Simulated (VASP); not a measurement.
A run of VASP 6.6.1:

The input INCAR:

```
PREC     = Accurate       # precision mode
ENCUT    = 600            # plane-wave cutoff, eV
EDIFF    = 1E-6           # SCF threshold, eV
ISMEAR   = 0              # smearing method
SIGMA    = 0.1            # smearing width, eV
LREAL    = False          # projectors in reciprocal space
LASPH    = True           # aspherical terms in the spheres
NELM     = 80             # most SCF steps
ALGO     = Normal         # electronic algorithm
ISIF     = 3              # what is computed and relaxed
LWAVE    = False          # write WAVECAR
LCHARG   = False          # write CHGCAR
GGA      = PE             # functional
IBRION   = 2              # ionic algorithm
NSW      = 90             # ionic steps
EDIFFG   = -0.04          # ionic threshold
```

File KPOINTS:

```
regular mesh
0
Gamma
  6 6 1
```

POSCAR

```
Mg5CdSe6
1.0
    4.0340707300      0.0000000000      0.0000000000
   -2.0170353600      3.4936077300      0.0000000000
    0.0000000000      0.0000000000     19.7628297400
Mg Cd Se
5 1 6
Direct
    0.0000000000      0.0000000000      0.0000000000
    0.6666666700      0.3333333300      0.1666666700
    0.3333333300      0.6666666700      0.3333333300
    0.0000000000      0.0000000000      0.5000000000
    0.3333333300      0.6666666700      0.8333333300
    0.6666666700      0.3333333300      0.6666666700
    0.0000000000      0.0000000000      0.1250000000
    0.6666666700      0.3333333300      0.2916666700
    0.3333333300      0.6666666700      0.4583333300
    0.0000000000      0.0000000000      0.6250000000
    0.6666666700      0.3333333300      0.7916666700
    0.3333333300      0.6666666700      0.9583333300
```

Potentials or basis: VASP PAW PBE potentials, release 64 (Mg, Cd, Se).

Command:

```bash
$ cat potpaw_PBE.64/Mg/POTCAR potpaw_PBE.64/Cd/POTCAR potpaw_PBE.64/Se/POTCAR > POTCAR
$ mpirun -np 1 vasp_std > vasp.out
```

Hardware: 1 thread of Intel(R) Xeon(R) Platinum 8488C (Sapphire Rapids) (shared host).

Task: Estimate the wall time of this run.

Result: Run time: 11 min on 1 thread of Intel(R) Xeon(R) Platinum 8488C (Sapphire Rapids), on a shared host, peak memory 0.49 GiB. Counts: scf iterations 105, k points 7, ion steps 14.
